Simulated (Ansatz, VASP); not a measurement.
## GaP: VASP beside Ansatz

Contents of INCAR:

```
SYSTEM = GaP
ALGO = Normal
EDIFF = 1E-6
ENCUT = 520
GGA = PS
ISIF = 2
ISMEAR = 1
LASPH = .TRUE.
LCHARG = .FALSE.
LREAL = .FALSE.
LWAVE = .FALSE.
NBANDS = 26
NELM = 60
PREC = Accurate
SIGMA = 0.1
```

KPOINTS

```
k-points
0
G
  12 12 12
  0 0 0
```

POSCAR

```
GaP
1.0
    1.9430151755      1.1218003346      6.4951182013
   -1.9430151755      1.1218003346      6.4951182013
    0.0000000000     -2.2436006692      6.4951182013
Ga P
2 2
Direct
    0.4353720000      0.4353720000      0.4353720000
    0.5646280000      0.5646280000      0.5646280000
    0.0573890000      0.0573890000      0.0573890000
    0.9426110000      0.9426110000      0.9426110000
```

Input for Ansatz:

```yaml
crystal:
  lattice:
    - [1.9430151755, 1.1218003346, 6.4951182013]
    - [-1.9430151755, 1.1218003346, 6.4951182013]
    - [0.0, -2.2436006692, 6.4951182013]
  atoms:
    - { symbol: Ga, position: [0.435372, 0.435372, 0.435372] }
    - { symbol: Ga, position: [0.564628, 0.564628, 0.564628] }
    - { symbol: P, position: [0.057389, 0.057389, 0.057389] }
    - { symbol: P, position: [0.942611, 0.942611, 0.942611] }
basis:
  ecutwfc: 420
kpoints:
  mp_grid: { grid: [12, 12, 12] }
hamiltonian:
  xc: pbesol
scf:
  occupations: { method: cold, width: 0.1 }
output:
  forces: true
  stress: true
  eigenvalues: true
```

Change from the starting cell: strain +0.0100 x Voigt [0, 0, 1, 0, 0, 0], atoms carried along.

Alike in both runs: task single point; functional PBEsol; k mesh 12 × 12 × 12; no spin polarisation.

```csv
,VASP,Ansatz
version,VASP 6.6.1,Ansatz 0.2.0
potentials or method,"VASP PAW PBE potentials, release 64 (Ga_d, P), cutoff 520 eV","scalar-relativistic, plane waves, PAW"
occupations,"methfessel-paxton of order 1, width 0.1 eV","cold, width 0.1 eV"
valence electrons in the cell,36,36
```

Ansatz gave:

- gap on the k mesh at the Fermi level (eV): 0.68
- least direct gap on the mesh (eV): 1.06
- pressure (GPa): -3.5
- traceless stress, the component that is largest in VASP (GPa): -0.99
- rms of the force components (eV/Å): 0.035

Task: Estimate VASP's values.

Result: gap on the k mesh at the Fermi level (eV): 0.69; least direct gap on the mesh (eV): 1.06; pressure (GPa): -3.6; traceless stress, the component that is largest in VASP (GPa): -1.00; rms of the force components (eV/Å): 0.039.

VASP's potentials were made for PBE, not for PBEsol. Atom by atom the forces differ by 0.006 eV/Å (rms over components).
